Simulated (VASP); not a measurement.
# ScTi11O24 (a cell with a defect) (Rutile) in VASP: electric field gradients with PBE

Aim: the electric field gradients of ScTi11O24 (a cell with a defect) (Rutile) with PBE.

Everything below comes from runs of VASP 6.6.1. Logs are shortened: lines on timing, memory, paths and dates and some standing lists are left out, and cuts for length are marked.

## 1. The cell of the first run

The cell holds a defect, 36 atoms: a = 6.494 Å, b = 6.494 Å, c = 8.872 Å, α = 90.00°, β = 90.00°, γ = 90.00°.

## 2. Electric field gradients, PBE

File INCAR:

```
PREC = Accurate ; ENCUT = 520
EDIFF = 1E-8 ; ISMEAR = -1
SIGMA = 0.01 ; LREAL = Auto
LASPH = True ; NELM = 60
ALGO = Normal ; ISIF = 2
LWAVE = False ; LCHARG = False
GGA = PE ; LEFG = True
NELECT = 288.0 ; NBANDS = 168
```

File KPOINTS:

```
regular mesh
0
Gamma
  3 3 2
```

File POSCAR:

```
ScTi11O24
1.0
    4.5922000000      4.5922000000      0.0000000000
   -4.5922000000      4.5922000000      0.0000000000
    0.0000000000      0.0000000000      8.8722000000
Sc Ti O
1 11 24
Direct
    0.0000000000      0.0000000000      0.0000000000
    0.0000000000      0.0000000000      0.3333333333
    0.0000000000      0.0000000000      0.6666666667
    0.5000000000      0.5000000000      0.0000000000
    0.5000000000      0.5000000000      0.3333333333
    0.5000000000      0.5000000000      0.6666666667
    0.5000000000      0.0000000000      0.1666666667
    0.5000000000      0.0000000000      0.5000000000
    0.5000000000      0.0000000000      0.8333333333
    0.0000000000      0.5000000000      0.1666666667
    0.0000000000      0.5000000000      0.5000000000
    0.0000000000      0.5000000000      0.8333333333
    0.3049600000      0.0000000000      0.0000000000
    0.3049600000      0.0000000000      0.3333333333
    0.3049600000      0.0000000000      0.6666666667
    0.8049600000      0.5000000000      0.0000000000
    0.8049600000      0.5000000000      0.3333333333
    0.8049600000      0.5000000000      0.6666666667
    0.5000000000      0.3049600000      0.1666666667
    0.5000000000      0.3049600000      0.5000000000
    0.5000000000      0.3049600000      0.8333333333
    0.0000000000      0.8049600000      0.1666666667
    0.0000000000      0.8049600000      0.5000000000
    0.0000000000      0.8049600000      0.8333333333
    0.6950400000      0.0000000000      0.0000000000
    0.6950400000      0.0000000000      0.3333333333
    0.6950400000      0.0000000000      0.6666666667
    0.1950400000      0.5000000000      0.0000000000
    0.1950400000      0.5000000000      0.3333333333
    0.1950400000      0.5000000000      0.6666666667
    0.5000000000      0.6950400000      0.1666666667
    0.5000000000      0.6950400000      0.5000000000
    0.5000000000      0.6950400000      0.8333333333
    0.0000000000      0.1950400000      0.1666666667
    0.0000000000      0.1950400000      0.5000000000
    0.0000000000      0.1950400000      0.8333333333
```

Potentials or basis: VASP PAW PBE potentials, release 64 (Sc_sv, Ti_sv, O).

Run with:

```console
$ cat potpaw_PBE.64/Sc_sv/POTCAR potpaw_PBE.64/Ti_sv/POTCAR potpaw_PBE.64/O/POTCAR > POTCAR
$ mpirun -np 1 vasp_std > vasp.out
```

OUTCAR:

```text
PREC = Accurate
   ENCUT = 520
   EDIFF = 1E-8
   ISMEAR = -1
   LREAL = Auto
   LASPH = True
   NELM = 60
   ISIF = 2
   GGA = PE
   NELECT = 288.0

 ion  position               nearest neighbor table
   1  0.000  0.000  0.000-  22 1.95  24 1.95  34 1.95  36 1.95  13 1.98  25 1.98   2 2.96   3 2.96

   2  0.000  0.000  0.333-  22 1.95  34 1.95  23 1.95  35 1.95  14 1.98  26 1.98   1 2.96
   3  0.000  0.000  0.667-  24 1.95  36 1.95  35 1.95  23 1.95  15 1.98  27 1.98   1 2.96
   4  0.500  0.500  0.000-  19 1.95  21 1.95  31 1.95  33 1.95  16 1.98  28 1.98
   5  0.500  0.500  0.333-  19 1.95  31 1.95  20 1.95  32 1.95  17 1.98  29 1.98
   6  0.500  0.500  0.667-  21 1.95  33 1.95  32 1.95  20 1.95  18 1.98  30 1.98
   7  0.500  0.000  0.167-  14 1.95  26 1.95  25 1.95  13 1.95  19 1.98  31 1.98
   8  0.500  0.000  0.500-  14 1.95  15 1.95  26 1.95  27 1.95  20 1.98  32 1.98
   9  0.500  0.000  0.833-  15 1.95  27 1.95  25 1.95  13 1.95  21 1.98  33 1.98
  10  0.000  0.500  0.167-  17 1.95  29 1.95  28 1.95  16 1.95  22 1.98  34 1.98
  11  0.000  0.500  0.500-  17 1.95  18 1.95  29 1.95  30 1.95  23 1.98  35 1.98
  12  0.000  0.500  0.833-  18 1.95  30 1.95  28 1.95  16 1.95  24 1.98  36 1.98
  13  0.305  0.000  0.000-   7 1.95   9 1.95   1 1.98
  14  0.305  0.000  0.333-   7 1.95   8 1.95   2 1.98
  15  0.305  0.000  0.667-   9 1.95   8 1.95   3 1.98
  16  0.805  0.500  0.000-  10 1.95  12 1.95   4 1.98
  17  0.805  0.500  0.333-  10 1.95  11 1.95   5 1.98
  18  0.805  0.500  0.667-  12 1.95  11 1.95   6 1.98
[... 16 lines left out ...]
  35  0.000  0.195  0.500-   2 1.95   3 1.95  11 1.98
  36  0.000  0.195  0.833-   3 1.95   1 1.95  12 1.98

  LATTYP: Found a simple tetragonal cell.
 ALAT       =     6.4943515211
 C/A-ratio  =     1.3661410183

  Lattice vectors:

 A1 = (   4.5922000000,   4.5922000000,   0.0000000000)
 A2 = (  -4.5922000000,   4.5922000000,   0.0000000000)
 A3 = (   0.0000000000,   0.0000000000,   8.8722000000)

Analysis of symmetry for initial positions (statically):
=====================================================================
 Subroutine PRICEL returns:
 Original cell was already a primitive cell.

 Routine SETGRP: Setting up the symmetry group for a
 simple tetragonal supercell.

 Subroutine GETGRP returns: Found  8 space group operations
 (whereof  8 operations were pure point group operations)
 out of a pool of 16 trial point group operations.

The static configuration has the point symmetry D_2h.

Analysis of symmetry for dynamics (positions and initial velocities):
=====================================================================
 Subroutine PRICEL returns:
 Original cell was already a primitive cell.

 Routine SETGRP: Setting up the symmetry group for a
 simple tetragonal supercell.

 Subroutine GETGRP returns: Found  8 space group operations
 (whereof  8 operations were pure point group operations)
 out of a pool of 16 trial point group operations.

The dynamic configuration has the point symmetry D_2h.

 Subroutine INISYM returns: Found  8 space group operations
 (whereof  8 operations are pure point group operations),
 and found     1 'primitive' translations

----------------------------------------------------------------------------------------

                                     Primitive cell

  volume of cell :     374.1992

  direct lattice vectors                    reciprocal lattice vectors
     4.592200000  4.592200000  0.000000000     0.108880275  0.108880275  0.000000000
    -4.592200000  4.592200000  0.000000000    -0.108880275  0.108880275  0.000000000
     0.000000000  0.000000000  8.872200000     0.000000000  0.000000000  0.112711616

  length of vectors
     6.494351521  6.494351521  8.872200000     0.153979962  0.153979962  0.112711616

  position of ions in fractional coordinates (direct lattice)
     0.000000000  0.000000000  0.000000000
     0.000000000  0.000000000  0.333333333
     0.000000000  0.000000000  0.666666667
     0.500000000  0.500000000  0.000000000
     0.500000000  0.500000000  0.333333333
     0.500000000  0.500000000  0.666666667
[... 28 lines left out ...]
     0.000000000  0.195040000  0.500000000
     0.000000000  0.195040000  0.833333333

  ion indices of the primitive-cell ions
[... 101 lines left out ...]
   TEBEG  =    0.0;   TEEND  =   0.0 temperature during run
   PSTRESS=    0.0 pullay stress
   NELECT =     288.0000    total number of electrons
   NUPDOWN=      -1.0000    fix difference up-down
   EMIN   =  10.00;   EMAX   =-10.00  energy-range for DOS
   EFERMI =   0.00;   METHOD = LEGACY
   ISMEAR =    -1;   SIGMA  =   0.01  broadening in eV -4-tet -1-fermi 0-gaus
   EFERMI_NEDOS =   21; number of points for ismear=-14 and -15
   IALGO  =     38    algorithm
   IMIX   =      4    mixing-type and parameters
     AMIX     =   0.40;   BMIX     =  1.00
     AMIX_MAG =   1.60;   BMIX_MAG =  1.00
  volume/ion in A,a.u.               =      10.39        70.15
  Fermi-wavevector in a.u.,A,eV,Ry     =   1.500277  2.835112 30.624403  2.250830
  Thomas-Fermi vector in A             =   2.611798
   LORBIT       =      0    0 simple, 1 ext, 2 COOP (PROOUT), +10 PAW based schemes
   GGA     = PE    functional components
   LHFCALC =     F    Hartree Fock is set to
   AEXX    =    0.0000 exact exchange contribution
   IVDW    =     0    specifies the selected vdW correction
   LEPSILON=     F    determine dielectric tensor
   LRPA    =     F    only Hartree local field effects (RPA)
 non-spin polarized calculation
  energy-cutoff  :      520.00
  volume of cell :      374.20
 maximum number of plane-waves:     10086
   NGX = 25   NGY = 25   NGZ = 33

 number of electron     287.9999977 magnetization

 Free energy of the ion-electron system (eV)
  ---------------------------------------------------
  ext. energy  EPLUGINS =         0.00000000
  ---------------------------------------------------
  free energy    TOTEN  =      -313.54359620 eV

  energy without entropy =     -313.54359620  energy(sigma->0) =     -313.54359620

 E-fermi :   5.0180     XC(G=0): -11.4417

 val. band max:        4.7678983117   @ k =   0.0000   0.0000   0.0000
 cond. band min:       6.4811848400   @ k =   0.0000   0.0000   0.0000
 fundamental gap:      1.7132865283
 Fermi energy:         5.0180241454

 k-point     1 :       0.0000    0.0000    0.0000
  band No.  band energies     occupation
      1     -52.3420      2.00000
      2     -52.3170      2.00000
      3     -52.2902      2.00000
      4     -52.2663      2.00000
      5     -52.2595      2.00000
      6     -52.0984      2.00000
[... 1261 lines left out ...]
    155       7.5123      0.00000
    156       7.5804      0.00000
 [bands above 156 left out]

------------------------ aborting loop because EDIFF is reached ----------------------------------------

  FORCE on cell =-STRESS in cart. coord.  units (eV):
  Direction    XX          YY          ZZ          XY          YZ          ZX
  --------------------------------------------------------------------------------------
  -------------------------------------------------------------------------------------
  Total       32.2619273     32.2619273     33.7309699      2.4690382      0.0000000      0.0000000
  in kB      138.1331716    138.1331716    144.4230471     10.5714726      0.0000000      0.0000000
  external PRESSURE =     140.2297968 kB  Pullay stress =       0.0000000 kB

 VOLUME and BASIS-vectors are now :
 -----------------------------------------------------------------------------
  energy-cutoff  :      520.00
  volume of cell :      374.20
      direct lattice vectors                 reciprocal lattice vectors
     4.592200000  4.592200000  0.000000000     0.108880275  0.108880275  0.000000000
    -4.592200000  4.592200000  0.000000000    -0.108880275  0.108880275  0.000000000
     0.000000000  0.000000000  8.872200000     0.000000000  0.000000000  0.112711616

 POSITION                                       TOTAL-FORCE (eV/Angst)
 -----------------------------------------------------------------------------------
      0.00000      0.00000      0.00000        -0.000000     -0.000000      0.000000
      0.00000      0.00000      2.95740        -0.000000     -0.000000     -1.256125
      0.00000      0.00000      5.91480        -0.000000     -0.000000      1.256125
      0.00000      4.59220      0.00000        -0.000000     -0.000000      0.000000
      0.00000      4.59220      2.95740        -0.000000     -0.000000     -0.211229
      0.00000      4.59220      5.91480        -0.000000     -0.000000      0.211229
[... 28 lines left out ...]
     -0.89566      0.89566      4.43610        -0.301064      0.301064     -0.000000
     -0.89566      0.89566      7.39350        -1.297324      1.297324     -2.357416
 -----------------------------------------------------------------------------------
    total drift:                               -0.000000      0.000000     -0.000000

  FREE ENERGIE OF THE ION-ELECTRON SYSTEM (eV)
  ---------------------------------------------------
  free  energy   TOTEN  =      -313.5435962017 eV

  energy  without entropy=     -313.5435962017  energy(sigma->0) =     -313.54359620

 Electric field gradients (V/A^2)
---------------------------------------------------------------------
 ion       V_xx      V_yy      V_zz      V_xy      V_xz      V_yz
---------------------------------------------------------------------
   1      12.495    12.495   -24.990     4.337     0.000     0.000
   2      13.731    13.731   -27.461     7.695     0.000     0.000
   3      13.731    13.731   -27.461     7.695     0.000     0.000
   4      10.215    10.215   -20.431     2.707    -0.000     0.000
   5      10.614    10.614   -21.228     2.933    -0.000     0.000
   6      10.614    10.614   -21.228     2.933    -0.000     0.000
[... 28 lines left out ...]
  35       1.872     1.872    -3.744   -20.622     0.000    -0.000
  36       4.053     4.053    -8.106   -15.695    -8.690     8.690
---------------------------------------------------------------------

 Electric field gradients after diagonalization (V/A^2)
 (convention: |V_zz| > |V_xx| > |V_yy|)
----------------------------------------------------------------------
 ion       V_xx      V_yy      V_zz     asymmetry (V_yy - V_xx)/ V_zz
----------------------------------------------------------------------
   1      16.832     8.158   -24.990       0.347
   2      21.425     6.036   -27.461       0.560
   3      21.425     6.036   -27.461       0.560
   4      12.922     7.508   -20.431       0.265
   5      13.547     7.681   -21.228       0.276
   6      13.547     7.681   -21.228       0.276
[... 28 lines left out ...]
  35     -18.750    -3.744    22.494       0.667
  36     -12.753   -11.642    24.394       0.046
----------------------------------------------------------------------

           NMR quadrupolar parameters

 Cq : quadrupolar parameter    Cq=e*Q*V_zz/h
 eta: asymmetry parameters     (V_yy - V_xx)/ V_zz
 Q  : nuclear electric quadrupole moment in mb (millibarn)
----------------------------------------------------------------------
 ion       Cq(MHz)       eta       Q (mb)
----------------------------------------------------------------------
   1      -0.060       0.347       1.000
   2      -0.066       0.560       1.000
   3      -0.066       0.560       1.000
   4      -0.049       0.265       1.000
   5      -0.051       0.276       1.000
   6      -0.051       0.276       1.000
[... 28 lines left out ...]
  35       0.054       0.667       1.000
  36       0.059       0.046       1.000
----------------------------------------------------------------------
```

Run time: 24 min. Hardware: 1 thread of Intel Xeon Platinum 8375C at 2.90GHz (Ice Lake), shared host; peak memory 0.59 GiB.

Results:

| Quantity | Value |
| --- | --- |
| Free energy | -313.5436 eV |
| Largest force | 2.987 eV/Å |

Forces on the atoms (eV/Å):
```
Sc   0.000  0.000  0.000
Ti   0.000  0.000 -1.256
Ti   0.000  0.000  1.256
Ti   0.000  0.000  0.000
Ti   0.000  0.000 -0.211
Ti   0.000  0.000  0.211
Ti   0.000  0.000 -1.284
Ti   0.000  0.000  0.000
Ti   0.000  0.000  1.284
Ti   0.000  0.000 -0.143
Ti   0.000  0.000  0.000
Ti   0.000  0.000  0.143
O    1.691  1.691  0.000
O    0.002  0.002  0.293
O    0.002  0.002 -0.293
O   -0.285 -0.285  0.000
O   -0.257 -0.257  0.221
O   -0.257 -0.257 -0.221
O   -0.071  0.071  0.114
O    0.058 -0.058  0.000
O   -0.071  0.071 -0.114
O    1.297 -1.297  2.357
O    0.301 -0.301  0.000
O    1.297 -1.297 -2.357
O   -1.691 -1.691  0.000
O   -0.002 -0.002  0.293
O   -0.002 -0.002 -0.293
O    0.285  0.285  0.000
O    0.257  0.257  0.221
O    0.257  0.257 -0.221
O    0.071 -0.071  0.114
O   -0.058  0.058  0.000
O    0.071 -0.071 -0.114
O   -1.297  1.297  2.357
O   -0.301  0.301  0.000
O   -1.297  1.297 -2.357
```

Levels at points of the mesh, in eV from the Fermi level:
| k point | band 140 | band 141 | band 142 | band 143 | band 144 | band 145 | band 146 | band 147 | band 148 | band 149 |
| --- | --- | --- | --- | --- | --- | --- | --- | --- | --- | --- |
| (0.00, 0.00, 0.00) | -1.02 | -0.84 | -0.63 | -0.61 | -0.25 | 1.46 | 1.60 | 1.81 | 2.00 | 2.05 |
| (0.00, 0.00, 0.50) | -1.00 | -0.88 | -0.77 | -0.51 | -0.34 | 1.90 | 1.92 | 1.96 | 1.99 | 2.07 |

Electric field gradients, principal values (V/Å²):
| atom | least | middle | greatest (by size) |
| --- | --- | --- | --- |
| 1 Sc | 8.158 | 16.832 | -24.990 |
| 2 Ti | 6.036 | 21.425 | -27.461 |
| 3 Ti | 6.036 | 21.425 | -27.461 |
| 4 Ti | 7.508 | 12.922 | -20.431 |
| 5 Ti | 7.681 | 13.547 | -21.228 |
| 6 Ti | 7.681 | 13.547 | -21.228 |
| 7 Ti | 4.969 | 21.747 | -26.717 |
| 8 Ti | 6.636 | 18.187 | -24.823 |
| 9 Ti | 4.969 | 21.747 | -26.717 |
| 10 Ti | 1.580 | 13.913 | -15.493 |
| 11 Ti | 9.545 | 11.294 | -20.839 |
| 12 Ti | 1.580 | 13.913 | -15.493 |
| 13 O | 0.403 | 9.959 | -10.362 |
| 14 O | -1.941 | -19.076 | 21.017 |
| 15 O | -1.941 | -19.076 | 21.017 |
| 16 O | 0.710 | 24.846 | -25.556 |
| 17 O | 0.797 | 24.628 | -25.425 |
| 18 O | 0.797 | 24.628 | -25.425 |
| 19 O | -0.462 | -22.384 | 22.845 |
| 20 O | -0.584 | -22.658 | 23.242 |
| 21 O | -0.462 | -22.384 | 22.845 |
| 22 O | -11.642 | -12.753 | 24.394 |
| 23 O | -3.744 | -18.750 | 22.494 |
| 24 O | -11.642 | -12.753 | 24.394 |
| 25 O | 0.403 | 9.959 | -10.362 |
| 26 O | -1.941 | -19.076 | 21.017 |
| 27 O | -1.941 | -19.076 | 21.017 |
| 28 O | 0.710 | 24.846 | -25.556 |
| 29 O | 0.797 | 24.628 | -25.425 |
| 30 O | 0.797 | 24.628 | -25.425 |
| 31 O | -0.462 | -22.384 | 22.845 |
| 32 O | -0.584 | -22.658 | 23.242 |
| 33 O | -0.462 | -22.384 | 22.845 |
| 34 O | -11.642 | -12.753 | 24.394 |
| 35 O | -3.744 | -18.750 | 22.494 |
| 36 O | -11.642 | -12.753 | 24.394 |

Caveat: the cell carries a net charge on a neutralising background, which shifts energy and pressure; the cell is charged against a uniform background, so pressure and absolute levels hang on convention; without QUAD_EFG the Cq values of the log hold for a quadrupole moment of 1 mb, not for the nuclei.
